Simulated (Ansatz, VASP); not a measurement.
## Two plane-wave programs on SnO2

```
Sn O
1.0
     4.82757    0.00000    0.00000
     0.00000    4.82757    0.00000
     0.00000    0.00000    3.23810
Sn O
2 4
Direct
  0.00000 0.00000 0.00000
  0.50000 0.50000 0.50000
  0.30658 0.30658 0.00000
  0.80658 0.19342 0.50000
  0.19342 0.80658 0.50000
  0.69342 0.69342 0.00000
```

Alike in both runs: task single point; functional PBE; k mesh 6 × 6 × 10; occupations gaussian, width 0.05 eV; no spin polarisation.

|  | VASP | Ansatz |
| --- | --- | --- |
| version | VASP 6.6.1 | Ansatz 0.2.0 |
| potentials or method | VASP PAW PBE potentials, release 64 (Sn_d, O), cutoff 520 eV | scalar-relativistic, plane waves, PAW |
| valence electrons in the cell | 52 | 52 |

Ansatz gave:

| Property | Result |
| --- | --- |
| gap on the k mesh at the Fermi level (eV) | 0.68 |
| pressure (GPa) | 0.0 |
| traceless stress, the component that is largest in VASP (GPa) | 0.00 |
| rms of the force components (eV/Å) | 0.000 |

Estimate VASP's values.

gap on the k mesh at the Fermi level (eV): 0.67; pressure (GPa): 0.6; traceless stress, the component that is largest in VASP (GPa): 0.20; rms of the force components (eV/Å): 0.008.

Atom by atom the forces differ by 0.008 eV/Å (rms over components). Ansatz's warnings: force scf threshold loose, stress scf threshold loose.
